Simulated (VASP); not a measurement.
# Se (Fm-3m) in VASP: further runs, part 2 of 2

VASP 6.6.1. Earlier steps stand in the parts before.

## Step 4: Single point, PBEsol

This run uses another cell than the first one, of 19.31 Å³/atom, 1.087 times its volume.

The input, INCAR:

```
  PREC = Accurate
  ENCUT = 520
  EDIFF = 1E-7
  ISMEAR = -1
  SIGMA = 0.1
  LREAL = False
  LASPH = True
  NELM = 100
  ALGO = Normal
  ISIF = 2
  LWAVE = False
  LCHARG = True
  GGA = PS
  LELF = True
  LVHAR = True
  NBANDS = 9
```

The input, KPOINTS:

```
regular mesh
0
Gamma
  14 14 14
```

The input, POSCAR:

```
Se
1.0
    0.0000000000      2.1292752455      2.1292752455
    2.1292752455      0.0000000000      2.1292752455
    2.1292752455      2.1292752455      0.0000000000
Se
1
Direct
    0.0000000000      0.0000000000      0.0000000000
```

Potentials or basis: VASP PAW PBE potentials, release 64 (Se).

On the command line:

```console
cat potpaw_PBE.64/Se/POTCAR > POTCAR
mpirun -np 1 vasp_std > vasp.out
```

OUTCAR:

```text
PREC = Accurate
   ENCUT = 520
   EDIFF = 1E-7
   ISMEAR = -1
   LREAL = False
   LASPH = True
   NELM = 100
   ISIF = 2
   GGA = PS

 ion  position               nearest neighbor table
   1  0.000  0.000  0.000-

  LATTYP: Found a face centered cubic cell.
 ALAT       =     4.2585504910

  Lattice vectors:

 A1 = (   0.0000000000,   2.1292752455,   2.1292752455)
 A2 = (   2.1292752455,   0.0000000000,   2.1292752455)
 A3 = (   2.1292752455,   2.1292752455,   0.0000000000)

Analysis of symmetry for initial positions (statically):
=====================================================================
 Subroutine PRICEL returns:
 Original cell was already a primitive cell.

 Routine SETGRP: Setting up the symmetry group for a
 face centered cubic supercell.

 Subroutine GETGRP returns: Found 48 space group operations
 (whereof 48 operations were pure point group operations)
 out of a pool of 48 trial point group operations.

The static configuration has the point symmetry O_h .

Analysis of symmetry for dynamics (positions and initial velocities):
=====================================================================
 Subroutine PRICEL returns:
 Original cell was already a primitive cell.

 Routine SETGRP: Setting up the symmetry group for a
 face centered cubic supercell.

 Subroutine GETGRP returns: Found 48 space group operations
 (whereof 48 operations were pure point group operations)
 out of a pool of 48 trial point group operations.

The dynamic configuration has the point symmetry O_h .

 Subroutine INISYM returns: Found 48 space group operations
 (whereof 48 operations are pure point group operations),
 and found     1 'primitive' translations

----------------------------------------------------------------------------------------

[... 110 lines left out ...]
     AMIX_MAG =   1.60;   BMIX_MAG =  1.00
  volume/ion in A,a.u.               =      19.31       130.29
  Fermi-wavevector in a.u.,A,eV,Ry     =   1.108877  2.095474 16.729841  1.229609
  Thomas-Fermi vector in A             =   2.245410
   LORBIT       =      0    0 simple, 1 ext, 2 COOP (PROOUT), +10 PAW based schemes
   GGA     = PS    functional components
   LHFCALC =     F    Hartree Fock is set to
   AEXX    =    0.0000 exact exchange contribution
   IVDW    =     0    specifies the selected vdW correction
   LEPSILON=     F    determine dielectric tensor
   LRPA    =     F    only Hartree local field effects (RPA)
 non-spin polarized calculation
  energy-cutoff  :      520.00
  volume of cell :       19.31
 maximum number of plane-waves:       533
   NGX = 11   NGY = 11   NGZ = 11

 number of electron       5.9999999 magnetization

 Free energy of the ion-electron system (eV)
  ---------------------------------------------------
  ext. energy  EPLUGINS =         0.00000000
  ---------------------------------------------------
  free energy    TOTEN  =        -3.26838108 eV

  energy without entropy =       -3.23789394  energy(sigma->0) =       -3.25313751

 E-fermi :   5.9425     XC(G=0): -10.9673

 val. band max:        5.9392678767   @ k =   0.5000   0.2857   0.0000
 cond. band min:       5.9455149361   @ k =  -0.4286   0.2857   0.0714
 fundamental gap:      0.0062470594
 Fermi energy:         5.9424670661

 k-point     1 :       0.0000    0.0000    0.0000
  band No.  band energies     occupation
      1     -10.5875      2.00000
      2       9.2576      0.00000
      3       9.2576      0.00000
      4       9.2576      0.00000
      5      17.5913      0.00000
      6      18.0428      0.00000
      7      18.0428      0.00000
      8      18.0428      0.00000
      9      21.4370      0.00000
[... 265 lines left out ...]
 k-point    24 :       0.2857    0.1429    0.0000
  band No.  band energies     occupation
      1      -9.0559      2.00000
      2       3.9639      2.00000
      3       7.3044      0.00000
      4       7.4173      0.00000
      5      15.0223      0.00000
      6      16.7988      0.00000
      7      19.7311      0.00000
      8      20.6245      0.00000
      9      24.6680      0.00000

 [... further k-points ...]

------------------------ aborting loop because EDIFF is reached ----------------------------------------

  FORCE on cell =-STRESS in cart. coord.  units (eV):
  Direction    XX          YY          ZZ          XY          YZ          ZX
  --------------------------------------------------------------------------------------
  -------------------------------------------------------------------------------------
  Total       -0.0162756     -0.0162756     -0.0162756      0.0000000      0.0000000      0.0000000
  in kB       -1.3505887     -1.3505887     -1.3505887      0.0000000      0.0000000      0.0000000
  external PRESSURE =      -1.3505887 kB  Pullay stress =       0.0000000 kB

 VOLUME and BASIS-vectors are now :
 -----------------------------------------------------------------------------
  energy-cutoff  :      520.00
  volume of cell :       19.31
      direct lattice vectors                 reciprocal lattice vectors
     0.000000000  2.129275246  2.129275246    -0.234821685  0.234821685  0.234821685
     2.129275246  0.000000000  2.129275246     0.234821685 -0.234821685  0.234821685
     2.129275246  2.129275246  0.000000000     0.234821685  0.234821685 -0.234821685

 POSITION                                       TOTAL-FORCE (eV/Angst)
 -----------------------------------------------------------------------------------
      0.00000      0.00000      0.00000         0.000000      0.000000      0.000000
 -----------------------------------------------------------------------------------
    total drift:                                0.000000     -0.000000     -0.000000

  FREE ENERGIE OF THE ION-ELECTRON SYSTEM (eV)
  ---------------------------------------------------
  free  energy   TOTEN  =        -3.2683810822 eV

  energy  without entropy=       -3.2378939392  energy(sigma->0) =       -3.25313751
```

Wall time 5.6 s (1 thread of Intel Xeon 6975P-C (Granite Rapids), shared host); peak memory 0.14 GiB.

What came out:

* Free energy: -3.2684 eV
* Pressure: -0.1 GPa
* Band gap on the k mesh: zero (band 3 reaches 9.26 eV, above the bottom of band 4 at 3.53 eV)

Levels at points of the mesh, in eV from the Fermi level:
| k point | band 1 | band 2 | band 3 | band 4 | band 5 | band 6 | band 7 |
| --- | --- | --- | --- | --- | --- | --- | --- |
| (0.00, 0.00, 0.00) | -16.53 | 3.32 | 3.32 | 3.32 | 11.65 | 12.10 | 12.10 |
| (0.50, 0.00, 0.00) | -13.01 | -7.17 | 1.95 | 1.95 | 8.61 | 11.15 | 11.15 |
| (0.50, 0.50, 0.00) | -11.63 | -6.24 | -0.85 | -0.85 | 4.77 | 5.71 | 23.32 |

Caveat: the PAW data sets were made with another functional, which shifts forces and pressure a little.

## Step 5: Single point, PBEsol (volume scaled by 1.04)

The input, INCAR:

```
SYSTEM = Se
PREC = Accurate
ENCUT = 520
EDIFF = 1E-6
ISMEAR = -1
SIGMA = 0.1
LREAL = .FALSE.
LASPH = .TRUE.
NELM = 100
ALGO = Normal
ISIF = 2
LWAVE = .FALSE.
LCHARG = .FALSE.
GGA = PS
NBANDS = 9
```

The input, KPOINTS:

```
regular mesh
0
G
  14 14 14
  0 0 0
```

The input, POSCAR:

```
Se
1.0
    0.0000000000      2.1572952383      2.1572952383
    2.1572952383      0.0000000000      2.1572952383
    2.1572952383      2.1572952383      0.0000000000
Se
1
Direct
    0.0000000000      0.0000000000      0.0000000000
```

On the command line:

```console
cat potpaw_PBE.64/Se/POTCAR > POTCAR
mpirun -np 1 vasp_std > vasp.out
```

Wall time 4.3 s (1 thread of Intel Xeon 6975P-C (Granite Rapids), shared host); peak memory 0.14 GiB.

The run converged. Its results:

```yaml
Free_energy: -3.2604 eV
Pressure: -3.1 GPa
Band_gap_on_the_k_mesh: zero (band 3 reaches 8.56 eV, above the bottom of band 4 at 3.20 eV)
```

Levels at points of the mesh, in eV from the Fermi level:
| k point | band 1 | band 2 | band 3 | band 4 | band 5 | band 6 | band 7 | band 8 |
| --- | --- | --- | --- | --- | --- | --- | --- | --- |
| (0.00, 0.00, 0.00) | -16.17 | 3.11 | 3.11 | 3.11 | 11.13 | 12.03 | 12.03 | 12.03 |
| (0.50, 0.00, 0.00) | -12.88 | -6.83 | 1.82 | 1.82 | 8.46 | 11.11 | 11.11 | 14.03 |
| (0.50, 0.50, 0.00) | -11.61 | -5.95 | -0.81 | -0.81 | 4.85 | 5.83 | 22.87 | 23.53 |

Caveat: the cell differs from its parent crystal (volume scaled by 1.04); the PAW data sets were made with another functional, which shifts forces and pressure a little.

## Step 6: Summary

| cell | gap on the mesh (eV) | pressure (GPa) |
| --- | --- | --- |
| a = 2.929 Å, angles 60.0°, 1 atom | none | 8.0 |
| a = 2.971 Å, angles 60.0°, 1 atom | none | 3.5 |
| a = 3.011 Å, angles 60.0°, 1 atom | none | -0.1 |
| a = 3.051 Å, angles 60.0°, 1 atom | none | -3.1 |

Alike in all rows: task single point; level PBEsol; potentials or basis VASP PAW PBE potentials, release 64 (Se); no spin polarisation; k mesh 14 × 14 × 14; cutoff (eV) 520; smearing fermi-dirac 0.1 eV.

Caveats: the PAW data sets were made with another functional, which shifts forces and pressure a little.

Total energies depend on the potentials used, so only differences within one code and one set of settings carry meaning.
